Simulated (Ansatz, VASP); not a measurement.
Two plane-wave programs on Sb

```
CELL_PARAMETERS angstrom
3.12240 0.00000 0.00000
0.00000 4.34752 0.00000
-0.03891 0.00000 4.40585
ATOMIC_POSITIONS crystal
Sb 0.98861 0.75000 0.75883
Sb 0.01139 0.25000 0.24117
```

Alike in both runs: task single point; functional PBE; k mesh 1 × 1 × 3; occupations gaussian, width 0.1 eV; collinear spin.

|  | VASP | Ansatz |
| --- | --- | --- |
| version | VASP 6.6.1 | Ansatz 0.2.0 |
| potentials or method | VASP PAW PBE potentials, release 64 (Sb), cutoff 500 eV | scalar-relativistic, plane waves, PAW |
| valence electrons in the cell | 10 | 30 |

Ansatz gave:

| Quantity | Value |
| --- | --- |
| gap on the k mesh at the Fermi level (eV) | none |
| pressure (GPa) | -4.1 |
| traceless stress, the component that is largest in VASP (GPa) | -106.78 |
| rms of the force components (eV/Å) | 0.416 |
| net moment per atom (μB) | 0.33 |
| size of the moment on the site where the two differ most (μB) | 0.18 |

Q: What did VASP give for the same quantities?

A: gap on the k mesh at the Fermi level (eV): none; pressure (GPa): -2.9; traceless stress, the component that is largest in VASP (GPa): -104.81; rms of the force components (eV/Å): 0.421; net moment per atom (μB): 0.33; size of the moment on the site where the two differ most (μB): 0.14.

Site moments also hang on the region over which each program counts them. Atom by atom the forces differ by 0.005 eV/Å (rms over components). A gap of «none» marks a metal or a gap that the smearing closes. VASP's potentials hold 10 valence electrons a cell and Ansatz's 30, so a difference there can come from the potentials and not from the codes. Ansatz's warnings: stability check not made.

The k mesh is coarse, so the values compare programs but aren't converged. Spin-orbit coupling is off throughout.
